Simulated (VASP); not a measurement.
Wanted: the native input for a VASP 6.6.1 run.

| Item | Value |
| --- | --- |
| Task | single point |
| Functional | PBE |
| Potentials or basis | VASP PAW PBE potentials, release 64 (Ga_d, Sb) |
| Cutoff | 520 eV |
| k mesh | 14 × 14 × 14 |
| Occupations | gaussian, width 0.15 eV |
| Spin | no spin polarisation |
| Dipole correction | no |
| Further INCAR settings | ALGO = Normal; EDIFF = 1e-06; NBANDS = 16 |

The structure of GaSb lies in POSCAR:

```
GaSb
1.0
    0.0000000000      3.3209438169      3.0650150594
    3.0650150594      0.0000000000      3.0650150594
    3.0650150594      3.3209438169      0.0000000000
Ga Sb
1 1
Direct
    0.0000000000      0.0000000000      0.0000000000
    0.7500000000      0.7500000000      0.7500000000
```

The input as run:

INCAR

```
  PREC = Accurate
  ENCUT = 520
  EDIFF = 1E-6
  ISMEAR = 0
  SIGMA = 0.15
  LREAL = False
  LASPH = True
  NELM = 80
  ALGO = Normal
  ISIF = 2
  LWAVE = False
  LCHARG = False
  GGA = PE
  NBANDS = 16
```

KPOINTS

```
regular mesh
0
Gamma
  14 14 14
```

Potentials or basis: VASP PAW PBE potentials, release 64 (Ga_d, Sb).

Run with:

```bash
$ cat potpaw_PBE.64/Ga_d/POTCAR potpaw_PBE.64/Sb/POTCAR > POTCAR
$ mpirun -np 1 vasp_std > vasp.out
```

Results of the run:

```json
{
  "Pressure": "-1.5 GPa",
  "Band gap on the k mesh": "zero (filled and empty bands touch)"
}
```

Caveat: semilocal functionals underestimate gaps, and a narrow one can read as zero; spin-orbit coupling is left out, which moves the levels of the heavy elements.

Wall time 2 min on 1 thread of AMD EPYC 9R45 96-Core Processor (Zen 5), with other jobs on the host, peak memory 0.36 GiB.
